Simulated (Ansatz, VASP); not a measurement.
## WS2 in VASP and in Ansatz

```
W S
1.0
     3.18000    0.00000    0.00000
    -1.59000    2.75396    0.00000
     0.00000    0.00000   12.50000
W S
2 4
Cartesian
  0.0000 1.8360 3.1250
  1.5900 0.9180 9.3750
  0.0000 1.8360 7.8062
  1.5900 0.9180 1.5562
  0.0000 1.8360 10.9438
  1.5900 0.9180 4.6938
```

Alike in both runs: functional PBE; k mesh 10 × 10 × 3; no spin polarisation.

Ansatz relaxed the structure, and its values are those at the end. VASP's run is a single point on that final structure, the one shown.

|  | VASP | Ansatz |
| --- | --- | --- |
| version | VASP 6.6.1 | Ansatz 0.2.0 |
| potentials or method | VASP PAW PBE potentials, release 64 (W_sv, S) | scalar-relativistic, plane waves, PAW |
| plane-wave cutoff (eV) | 520 | 420 |
| occupations | gaussian, width 0.01 eV | fixed |
| valence electrons in the cell | 52 | 52 |

Ansatz gave:

| Property | Result |
| --- | --- |
| gap on the k mesh at the Fermi level (eV) | 1.12 |
| least direct gap on the mesh (eV) | 2.09 |
| pressure (GPa) | 1.6 |

Estimate VASP's values.

gap on the k mesh at the Fermi level (eV): 1.13; least direct gap on the mesh (eV): 2.09; pressure (GPa): 1.6.

Ansatz's warnings: stress scf threshold loose.

Neither program's run includes spin-orbit coupling.
